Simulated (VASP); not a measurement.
Here is a VASP 6.6.1 calculation.

Contents of INCAR:

```
PREC = Accurate
ENCUT = 520
EDIFF = 1E-8
ISMEAR = -1
SIGMA = 0.02
LREAL = F
LASPH = T
NELM = 120
ALGO = Normal
ISIF = 2
LWAVE = F
LCHARG = F
LEFG = T
NBANDS = 16
GGA_COMPAT = F
```

The input KPOINTS:

```
regular mesh
0
Gamma
  12 12 10
```

Contents of POSCAR:

```
TaN
1.0
    2.9379988584      0.0000000000      0.0000000000
   -1.4689994292      2.5443816477      0.0000000000
    0.0000000000      0.0000000000      2.8541700000
Ta N
1 1
Direct
    0.3333333333      0.6666666667      0.5000000000
    0.0000000000      0.0000000000      0.0000000000
```

Potentials or basis: VASP PAW LDA potentials, release 64 (Ta_sv_GW, N).

Run with:

```sh
$ cat potpaw_LDA.64/Ta_sv_GW/POTCAR potpaw_LDA.64/N/POTCAR > POTCAR
$ mpirun -np 1 vasp_std > vasp.out
```

(1) Estimate the pressure.

(2) What does it give for the band gap on the k mesh?

## Answers

(1) -7.1 GPa.

(2) zero (bands 9 and 10 overlap by 0.47 eV).

Caveat: the cell differs from its parent crystal (zz strain of -1 %); the stress differs along the axes, from -9 to -3 GPa; without QUAD_EFG the Cq values of the log hold for a quadrupole moment of 1 mb, not for the nuclei; spin-orbit coupling is left out, which moves the levels of the heavy elements.
